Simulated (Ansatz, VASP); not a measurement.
## Two plane-wave programs on Nb

```xyz
1
Lattice="-1.6640 1.6640 1.6640 1.6640 -1.6640 1.6640 1.6640 1.6640 -1.6640" Properties=species:S:1:pos:R:3 pbc="T T T"
Nb    0.0000    0.0000    0.0000
```

Alike in both runs: task single point; functional PBE; k mesh 11 × 11 × 11; occupations gaussian, width 0.025 eV; no spin polarisation.

```csv
,VASP,Ansatz
version,VASP 6.6.1,Ansatz 0.2.0
potentials or method,"VASP PAW PBE potentials, release 64 (Nb_sv)",Ansatz PAW
plane-wave cutoff (eV),500,420
valence electrons in the cell,13,13
```

```csv
,VASP,Ansatz,Ansatz less VASP
gap on the k mesh at the Fermi level (eV),none,none,-
pressure (GPa),-2.1,-1.7,+0.39
```

A gap of «none» marks a metal or a gap that the smearing closes.
